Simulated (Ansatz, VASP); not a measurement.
**W: VASP beside Ansatz**

The input INCAR:

```
SYSTEM = W
PREC = Accurate
ENCUT = 520
EDIFF = 1E-6
ISMEAR = -1
SIGMA = 0.08
LREAL = .False.
LASPH = .True.
NELM = 100
ALGO = Normal
ISIF = 2
LWAVE = .False.
LCHARG = .False.
GGA = CA
NBANDS = 13
```

Contents of KPOINTS:

```
regular mesh
0
Gamma
  19 19 19
  0 0 0
```

File POSCAR:

```
W
1.0
   -1.3220098550      1.3220098550      1.3220098550
    1.3220098550     -1.3220098550      1.3220098550
    1.3220098550      1.3220098550     -1.3220098550
W
1
Direct
    0.0000000000      0.0000000000      0.0000000000
```

Input for Ansatz:

```yaml
crystal:
  lattice:
    - [-1.322009855, 1.322009855, 1.322009855]
    - [1.322009855, -1.322009855, 1.322009855]
    - [1.322009855, 1.322009855, -1.322009855]
  atoms:
    - { symbol: W, position: [0.0, 0.0, 0.0] }
kpoints:
  mp_grid: { grid: [19, 19, 19] }
scf:
  occupations: { method: fermi_dirac, width: 0.08 }
hamiltonian:
  xc: lda
  pseudopotentials: { kind: paw }
output:
  forces: true
  stress: true
  eigenvalues: true
  populations: true
  write_density: true
  write_potential: true
  elf: true
  volumetric_format: npy
```

Change from the starting cell: volume scaled by 0.6, PAW files.

Alike in both runs: task single point; functional LDA; k mesh 19 × 19 × 19; occupations fermi-dirac, width 0.08 eV; no spin polarisation.

```csv
,VASP,Ansatz
version,VASP 6.6.1,Ansatz 0.2.0
potentials or method,"VASP PAW LDA potentials, release 64 (W_sv)","PAW with Ansatz's default frozen-core files, scalar-relativistic"
plane-wave cutoff (eV),520,420
valence electrons in the cell,14,14
```

|  | VASP | Ansatz | Ansatz less VASP |
| --- | --- | --- | --- |
| pressure (GPa) | 497.1 | 474.0 | -23.09 |

LDA's correlation is that of Perdew and Zunger in VASP and of Perdew and Wang (1992) in Ansatz. Both programs put the cell under a high pressure, so it lies far from rest at this level.

Spin-orbit coupling is off throughout. Noted on VASP's run: the cell as given lies far from equilibrium.
